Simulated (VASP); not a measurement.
## SiC: single point with PBE

The system is SiC.

```
CELL_PARAMETERS angstrom
0.00000 2.20767 2.20767
2.20767 0.00000 2.20767
2.20767 2.20767 0.00000
ATOMIC_POSITIONS crystal
Si 0.00000 0.00000 0.00000
C 0.25000 0.25000 0.25000
```

```yaml
Program: VASP 6.6.1
Task: single point
Functional: PBE
Potentials_or_basis: VASP PAW PBE potentials, release 64 (Si, C)
Cutoff: 600 eV
k_mesh: 3 × 3 × 3
Occupations: gaussian, width 0.01 eV
Spin: no spin polarisation
Dipole_correction: no
Further_INCAR_settings: ALGO = Normal; EDIFF = 1e-06; NBANDS = 11
```

```yaml
Pressure: -3.7 GPa
Band_gap_on_the_k_mesh: 2.47 eV, indirect (least direct gap 5.06 eV)
```

Levels at points of the mesh, in eV from the valence-band top:
```
           k point  band 2  band 3  band 4  band 5  band 6  band 7
(0.00, 0.00, 0.00)    0.00    0.00    0.00    5.75    6.90    6.90
```

It took 5.2 s on 1 thread of Intel Xeon 8259CL (shared host), peak memory 0.14 GiB.

Caveat: the k points lie up to 0.82 Å⁻¹ apart. A hybrid or GW would open this gap; PBE tends to underestimate it.
